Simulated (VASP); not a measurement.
# Li (Fm-3m) in VASP: further runs

Runs on Li. Level: PBEsol. Tasks: single point.

Everything below comes from runs of VASP 6.6.1. Logs are shortened: lines on timing, memory, paths and dates and some standing lists are left out, and cuts for length are marked.

**1. The cell of the first run**

Symmetry: Fm-3m, No. 225, cubic system. Conventional cell: a = 4.158 Å, b = 4.158 Å, c = 4.158 Å, α = 90.00°, β = 90.00°, γ = 90.00°. Within 3.9 Å of Li (site symmetry m-3m) lie 12 Li at 2.94 Å.

This isn't the form of Li at room conditions, which is bcc.

**2. Single point, PBEsol**

Contents of INCAR:

```
  PREC = Accurate
  ENCUT = 520
  EDIFF = 1E-6
  ISMEAR = -1
  SIGMA = 0.05
  LREAL = False
  LASPH = True
  NELM = 80
  ALGO = Normal
  ISIF = 2
  LWAVE = False
  LCHARG = True
  GGA = PS
  LELF = True
  LVHAR = True
  NBANDS = 8
```

Contents of KPOINTS:

```
regular mesh
0
Gamma
  16 16 16
```

Contents of POSCAR:

```
Li
1.0
    0.0000000000      2.0790529774      2.0790529774
    2.0790529774      0.0000000000      2.0790529774
    2.0790529774      2.0790529774      0.0000000000
Li
1
Direct
    0.0000000000      0.0000000000      0.0000000000
```

Potentials or basis: VASP PAW PBE potentials, release 64 (Li_sv).

Run with:

```
$ cat potpaw_PBE.64/Li_sv/POTCAR > POTCAR
$ mpirun -np 1 vasp_std > vasp.out
```

OUTCAR:

```text
PREC = Accurate
   ENCUT = 520
   EDIFF = 1E-6
   ISMEAR = -1
   LREAL = False
   LASPH = True
   NELM = 80
   ISIF = 2
   GGA = PS

 ion  position               nearest neighbor table
   1  0.000  0.000  0.000-

  LATTYP: Found a face centered cubic cell.
 ALAT       =     4.1581059548

  Lattice vectors:

 A1 = (   0.0000000000,   2.0790529774,   2.0790529774)
 A2 = (   2.0790529774,   0.0000000000,   2.0790529774)
 A3 = (   2.0790529774,   2.0790529774,   0.0000000000)

Analysis of symmetry for initial positions (statically):
=====================================================================
 Subroutine PRICEL returns:
 Original cell was already a primitive cell.

 Routine SETGRP: Setting up the symmetry group for a
 face centered cubic supercell.

 Subroutine GETGRP returns: Found 48 space group operations
 (whereof 48 operations were pure point group operations)
 out of a pool of 48 trial point group operations.

The static configuration has the point symmetry O_h .

Analysis of symmetry for dynamics (positions and initial velocities):
=====================================================================
 Subroutine PRICEL returns:
 Original cell was already a primitive cell.

 Routine SETGRP: Setting up the symmetry group for a
 face centered cubic supercell.

 Subroutine GETGRP returns: Found 48 space group operations
 (whereof 48 operations were pure point group operations)
 out of a pool of 48 trial point group operations.

The dynamic configuration has the point symmetry O_h .

 Subroutine INISYM returns: Found 48 space group operations
 (whereof 48 operations are pure point group operations),
 and found     1 'primitive' translations

----------------------------------------------------------------------------------------

                                     Primitive cell

  volume of cell :      17.9733

  direct lattice vectors                    reciprocal lattice vectors
     0.000000000  2.079052977  2.079052977    -0.240494112  0.240494112  0.240494112
     2.079052977  0.000000000  2.079052977     0.240494112 -0.240494112  0.240494112
     2.079052977  2.079052977  0.000000000     0.240494112  0.240494112 -0.240494112

  length of vectors
     2.940224918  2.940224918  2.940224918     0.416548021  0.416548021  0.416548021

  position of ions in fractional coordinates (direct lattice)
     0.000000000  0.000000000  0.000000000

  ion indices of the primitive-cell ions
   primitive index   ion index
                 1           1

----------------------------------------------------------------------------------------

 KPOINTS: regular mesh

Automatic generation of k-mesh.
 Grid dimensions read from file:
 generate k-points for:   16   16   16

 Generating k-lattice:

  Cartesian coordinates                     Fractional coordinates (reciprocal lattice)
    -0.015030882  0.015030882  0.015030882     0.062500000  0.000000000  0.000000000
     0.015030882 -0.015030882  0.015030882     0.000000000  0.062500000  0.000000000
     0.015030882  0.015030882 -0.015030882     0.000000000  0.000000000  0.062500000

  Length of vectors
     0.026034251  0.026034251  0.026034251

  Shift w.r.t. Gamma in fractional coordinates (k-lattice)
     0.000000000  0.000000000  0.000000000

 Subroutine IBZKPT returns following result:
 ===========================================

 Found    145 irreducible k-points:

 Following reciprocal coordinates:
            Coordinates               Weight
  0.000000  0.000000  0.000000      1.000000
  0.062500  0.000000  0.000000      8.000000
  0.125000  0.000000  0.000000      8.000000
  0.187500  0.000000  0.000000      8.000000
  0.250000  0.000000  0.000000      8.000000
  0.312500  0.000000  0.000000      8.000000
[... 16 lines left out ...]
 -0.125000  0.062500  0.000000     24.000000
 -0.062500  0.062500  0.000000     12.000000
 [... further k-points ...]
   k-points           NKPTS =    145   k-points in BZ     NKDIM =    145   number of bands    NBANDS=      8
   number of dos      NEDOS =    301   number of ions     NIONS =      1
   total plane-waves  NPLWV =  13824
   dimension x,y,z NGX =    24 NGY =   24 NGZ =   24
   dimension x,y,z NGXF=    48 NGYF=   48 NGZF=   48
   ions per type =               1
   NGX,Y,Z   is equivalent  to a cutoff of  13.57, 13.57, 13.57 a.u.
   NGXF,Y,Z  is equivalent  to a cutoff of  27.14, 27.14, 27.14 a.u.
 SYSTEM =  unknown system
   PREC   = accura    normal or accurate (medium, high low for compatibility)
   ISTART =      0    job   : 0-new  1-cont  2-samecut
   ICHARG =      2    charge: 1-file 2-atom 10-const
   ISPIN  =      1    spin polarized calculation?
   LNONCOLLINEAR =      F non collinear calculations
   LSORBIT =      F    spin-orbit coupling
   LASPH  =      T    aspherical Exc in radial PAW
   ENCUT  =  520.0 eV  38.22 Ry    6.18 a.u.   5.47  5.47  5.47*2*pi/ulx,y,z
   NELM   =     80;   NELMIN=  2; NELMDL= -5     # of ELM steps
   EDIFF  = 0.1E-05   stopping-criterion for ELM
   LREAL  =      F    real-space projection
   EDIFFG = 0.1E-04   stopping-criterion for IOM
   NSW    =      0    number of steps for IOM
   IBRION =     -1    ionic relax: 0-MD 1-quasi-New 2-CG
   NFREE  =      0    steps in history (QN), initial steepest desc. (CG)
   ISIF   =      2    stress and relaxation
   ISYM   =      2    0-nonsym 1-usesym 2-fastsym
   POTIM  = 0.5000    time-step for ionic-motion
   TEBEG  =    0.0;   TEEND  =   0.0 temperature during run
   PSTRESS=    0.0 pullay stress
   NELECT =       3.0000    total number of electrons
   NUPDOWN=      -1.0000    fix difference up-down
   EMIN   =  10.00;   EMAX   =-10.00  energy-range for DOS
   EFERMI =   0.00;   METHOD = LEGACY
   ISMEAR =    -1;   SIGMA  =   0.05  broadening in eV -4-tet -1-fermi 0-gaus
   EFERMI_NEDOS =   21; number of points for ismear=-14 and -15
   IALGO  =     38    algorithm
   IMIX   =      4    mixing-type and parameters
     AMIX     =   0.40;   BMIX     =  1.00
     AMIX_MAG =   1.60;   BMIX_MAG =  1.00
  volume/ion in A,a.u.               =      17.97       121.29
  Fermi-wavevector in a.u.,A,eV,Ry     =   0.901377  1.703355 11.054463  0.812480
  Thomas-Fermi vector in A             =   2.024450
   LORBIT       =      0    0 simple, 1 ext, 2 COOP (PROOUT), +10 PAW based schemes
   GGA     = PS    functional components
   LHFCALC =     F    Hartree Fock is set to
   AEXX    =    0.0000 exact exchange contribution
   IVDW    =     0    specifies the selected vdW correction
   LEPSILON=     F    determine dielectric tensor
   LRPA    =     F    only Hartree local field effects (RPA)
 non-spin polarized calculation
  energy-cutoff  :      520.00
  volume of cell :       17.97
 maximum number of plane-waves:       531
 NGX is ok and might be reduce to    24
   NGX = 11   NGY = 11   NGZ = 11

 number of electron       3.0000007 magnetization

 Free energy of the ion-electron system (eV)
  ---------------------------------------------------
  ext. energy  EPLUGINS =         0.00000000
  ---------------------------------------------------
  free energy    TOTEN  =        -1.95809843 eV

  energy without entropy =       -1.95465417  energy(sigma->0) =       -1.95637630

 E-fermi :   0.9567     XC(G=0):  -7.3180

 val. band max:        0.9455657451   @ k =   0.5000   0.0625   0.0000
 cond. band min:       1.0064524189   @ k =   0.4375   0.3125   0.0000
 fundamental gap:      0.0608866738
 Fermi energy:         0.9567495711

 k-point     1 :       0.0000    0.0000    0.0000
  band No.  band energies     occupation
      1     -44.7374      2.00000
      2      -2.7262      2.00000
      3      16.6034      0.00000
      4      16.6034      0.00000
      5      16.6034      0.00000
      6      20.6559      0.00000
      7      20.6559      0.00000
      8      20.6559      0.00000

 k-point     2 :       0.0625    0.0000    0.0000
  band No.  band energies     occupation
      1     -44.7360      2.00000
      2      -2.6535      2.00000
      3      15.7370      0.00000
      4      16.4204      0.00000
      5      16.4204      0.00000
      6      19.9398      0.00000
      7      20.9754      0.00000
      8      20.9755      0.00000

 k-point     3 :       0.1250    0.0000    0.0000
  band No.  band energies     occupation
      1     -44.7325      2.00000
      2      -2.4360      2.00000
      3      13.8233      0.00000
      4      16.0140      0.00000
      5      16.0141      0.00000
      6      19.8660      0.00000
      7      21.6857      0.00000
      8      21.6857      0.00000

 k-point     4 :       0.1875    0.0000    0.0000
  band No.  band energies     occupation
      1     -44.7274      2.00000
      2      -2.0742      2.00000
      3      11.7030      0.00000
      4      15.5828      0.00000
      5      15.5828      0.00000
      6      20.1567      0.00000
      7      21.9355      0.00000
      8      21.9355      0.00000

 k-point     5 :       0.2500    0.0000    0.0000
  band No.  band energies     occupation
      1     -44.7215      2.00000
      2      -1.5698      2.00000
      3       9.6600      0.00000
      4      15.2244      0.00000
      5      15.2244      0.00000
      6      20.4027      0.00000
      7      21.1726      0.00000
      8      21.1726      0.00000
[... 177 lines left out ...]
 k-point    22 :      -0.1875    0.0625    0.0000
  band No.  band energies     occupation
      1     -44.7247      2.00000
      2      -1.8557      2.00000
      3      11.0148      0.00000
      4      14.2345      0.00000
      5      16.2176      0.00000
      6      20.0791      0.00000
      7      21.1787      0.00000
      8      21.5725      0.00000

 k-point    23 :      -0.1250    0.0625    0.0000
  band No.  band energies     occupation
      1     -44.7301      2.00000
      2      -2.2667      2.00000
      3      13.0934      0.00000
      4      14.6656      0.00000
      5      16.5630      0.00000
      6      19.7888      0.00000
      7      21.3736      0.00000
      8      22.4597      0.00000

 k-point    24 :      -0.0625    0.0625    0.0000
  band No.  band energies     occupation
      1     -44.7340      2.00000
      2      -2.5326      2.00000
      3      14.9938      0.00000
      4      15.2938      0.00000
      5      16.6843      0.00000
      6      19.6116      0.00000
      7      20.9271      0.00000
      8      22.2280      0.00000

 [... further k-points ...]

------------------------ aborting loop because EDIFF is reached ----------------------------------------

  FORCE on cell =-STRESS in cart. coord.  units (eV):
  Direction    XX          YY          ZZ          XY          YZ          ZX
  --------------------------------------------------------------------------------------
  -------------------------------------------------------------------------------------
  Total        0.2020269      0.2020269      0.2020269     -0.0000000      0.0000000     -0.0000000
  in kB       18.0091419     18.0091419     18.0091419     -0.0000000      0.0000000     -0.0000000
  external PRESSURE =      18.0091419 kB  Pullay stress =       0.0000000 kB

 VOLUME and BASIS-vectors are now :
 -----------------------------------------------------------------------------
  energy-cutoff  :      520.00
  volume of cell :       17.97
      direct lattice vectors                 reciprocal lattice vectors
     0.000000000  2.079052977  2.079052977    -0.240494112  0.240494112  0.240494112
     2.079052977  0.000000000  2.079052977     0.240494112 -0.240494112  0.240494112
     2.079052977  2.079052977  0.000000000     0.240494112  0.240494112 -0.240494112

 POSITION                                       TOTAL-FORCE (eV/Angst)
 -----------------------------------------------------------------------------------
      0.00000      0.00000      0.00000        -0.000000     -0.000000      0.000000
 -----------------------------------------------------------------------------------
    total drift:                               -0.000000      0.000000     -0.000000

  FREE ENERGIE OF THE ION-ELECTRON SYSTEM (eV)
  ---------------------------------------------------
  free  energy   TOTEN  =        -1.9580984349 eV

  energy  without entropy=       -1.9546541710  energy(sigma->0) =       -1.95637630
```

Wall time 22 s (1 thread of Intel Xeon 8259CL, shared host); peak memory 0.14 GiB.

What came out:

- Free energy: -1.9581 eV
- Band gap on the k mesh: zero (an odd number of electrons rules out a gap without spin polarisation)

Caveat: the cutoff is under 1.25 times the usual one of these potentials, so pressure, stress and relaxed cells hold a basis-set (Pulay) error; the PAW data sets were made with another functional, which shifts forces and pressure a little.

**3. Single point, PBEsol**

Contents of INCAR:

```
SYSTEM = Li
ALGO = Normal ; EDIFF = 1E-7
ENCUT = 520 ; GGA = PS
ISIF = 2 ; ISMEAR = -1
LASPH = .True. ; LCHARG = .False.
LREAL = .False. ; LWAVE = .False.
NBANDS = 8 ; NELM = 80
PREC = Accurate ; SIGMA = 0.05
```

Contents of KPOINTS:

```
k-points
0
Gamma
  16 16 16
  0 0 0
```

POSCAR is that of step 2.

Potentials or basis: VASP PAW PBE potentials, release 64 (Li_sv).

Run with:

```
$ cat potpaw_PBE.64/Li_sv/POTCAR > POTCAR
$ mpirun -np 1 vasp_std > vasp.out
```

OUTCAR:

```text
SYSTEM = Li
   EDIFF = 1E-7
   ENCUT = 520
   GGA = PS
   ISIF = 2
   ISMEAR = -1
   LASPH = .True.
   LREAL = .False.
   NELM = 80
   PREC = Accurate

 ion  position               nearest neighbor table
   1  0.000  0.000  0.000-

  LATTYP: Found a face centered cubic cell.
 ALAT       =     4.1581059548

  Lattice vectors:

 A1 = (   0.0000000000,   2.0790529774,   2.0790529774)
 A2 = (   2.0790529774,   0.0000000000,   2.0790529774)
[... 443 lines left out ...]
      8      22.2280      0.00000

 [... further k-points ...]

------------------------ aborting loop because EDIFF is reached ----------------------------------------

  FORCE on cell =-STRESS in cart. coord.  units (eV):
  Direction    XX          YY          ZZ          XY          YZ          ZX
  --------------------------------------------------------------------------------------
  -------------------------------------------------------------------------------------
  Total        0.2020844      0.2020844      0.2020844     -0.0000000     -0.0000000     -0.0000000
  in kB       18.0142709     18.0142709     18.0142709     -0.0000000     -0.0000000     -0.0000000
  external PRESSURE =      18.0142709 kB  Pullay stress =       0.0000000 kB

 VOLUME and BASIS-vectors are now :
 -----------------------------------------------------------------------------
  energy-cutoff  :      520.00
  volume of cell :       17.97
      direct lattice vectors                 reciprocal lattice vectors
     0.000000000  2.079052977  2.079052977    -0.240494112  0.240494112  0.240494112
     2.079052977  0.000000000  2.079052977     0.240494112 -0.240494112  0.240494112
     2.079052977  2.079052977  0.000000000     0.240494112  0.240494112 -0.240494112

 POSITION                                       TOTAL-FORCE (eV/Angst)
 -----------------------------------------------------------------------------------
      0.00000      0.00000      0.00000         0.000000     -0.000000      0.000000
 -----------------------------------------------------------------------------------
    total drift:                               -0.000000      0.000000     -0.000000

  FREE ENERGIE OF THE ION-ELECTRON SYSTEM (eV)
  ---------------------------------------------------
  free  energy   TOTEN  =        -1.9580983883 eV

  energy  without entropy=       -1.9546541254  energy(sigma->0) =       -1.95637626
```

OSZICAR:

```text
N       E                     dE             d eps       ncg     rms          rms(c)
DAV:   1    -0.215442407794E+00   -0.21544E+00   -0.73201E+02  2352   0.268E+02
DAV:   2    -0.194199964552E+01   -0.17266E+01   -0.16313E+01  3344   0.333E+01
DAV:   3    -0.195949860731E+01   -0.17499E-01   -0.17489E-01  2608   0.278E+00
DAV:   4    -0.195972025225E+01   -0.22164E-03   -0.22164E-03  3648   0.248E-01
DAV:   5    -0.195972059349E+01   -0.34124E-06   -0.34113E-06  2760   0.762E-03    0.269E-01
DAV:   6    -0.195847846317E+01    0.12421E-02   -0.81944E-04  2928   0.127E-01    0.150E-01
DAV:   7    -0.195808478783E+01    0.39368E-03   -0.19099E-03  2496   0.203E-01    0.368E-02
DAV:   8    -0.195810030233E+01   -0.15514E-04   -0.13154E-04  2864   0.883E-02    0.207E-03
DAV:   9    -0.195809911778E+01    0.11845E-05   -0.17353E-06  3232   0.969E-03    0.644E-04
DAV:  10    -0.195809843546E+01    0.68232E-06   -0.52797E-08  2952   0.156E-03    0.923E-05
DAV:  11    -0.195809838826E+01    0.47209E-07   -0.21263E-09  1544   0.454E-04
   1 F= -.19580984E+01 E0= -.19563763E+01  d E =-.344426E-02
```

Run time: 18 s. Hardware: 1 thread of Intel Xeon 8259CL, shared host; peak memory 0.14 GiB.

What came out:

- Free energy: -1.9581 eV
- Band gap on the k mesh: zero (an odd number of electrons rules out a gap without spin polarisation)

Caveat: the cutoff is under 1.25 times the usual one of these potentials, so pressure, stress and relaxed cells hold a basis-set (Pulay) error; the PAW data sets were made with another functional, which shifts forces and pressure a little.

The gap in the log of VASP goes by the Fermi energy; the results here count the filled bands.